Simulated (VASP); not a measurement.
Here is a VASP 6.6.1 calculation.

File INCAR:

```
PREC = Accurate
ENCUT = 500
EDIFF = 1E-6
ISMEAR = 0
SIGMA = 0.05
LREAL = F
LASPH = T
NELM = 120
ALGO = Normal
ISIF = 2
LWAVE = F
LCHARG = T
GGA = PE
IVDW = 12
LELF = T
LVHAR = T
NBANDS = 20
GGA_COMPAT = F
```

Contents of KPOINTS:

```
Automatic mesh
0
Gamma
  12 12 4
```

Contents of POSCAR:

```
MoS2
1.0
    3.2381765630      0.0000000000      0.0000000000
   -1.6190882815      2.8043431655      0.0000000000
    0.0000000000      0.0000000000      6.2856245265
Mo S
1 2
Direct
    0.0000000000      0.0000000000      0.0000000000
    0.3333333333      0.6666666667      0.2107069157
    0.3333333333      0.6666666667      0.7892930843
```

Potentials or basis: VASP PAW PBE potentials, release 64 (Mo_sv, S).

Launch:

```bash
$ cat potpaw_PBE.64/Mo_sv/POTCAR potpaw_PBE.64/S/POTCAR > POTCAR
$ mpirun -np 1 vasp_std > vasp.out
```

Task: What does it give for the largest force?

Result: 4.929 eV/Å.

Task: Estimate the pressure.

Result: 18.4 GPa.

Stress tensor (GPa, compression positive):
```
 9.92  0.00  0.00
 0.00  9.92  0.00
 0.00  0.00 35.41
```

Caveat: forces of over 1 eV/Å act on the atoms, so gaps and moduli don't describe the material at rest.
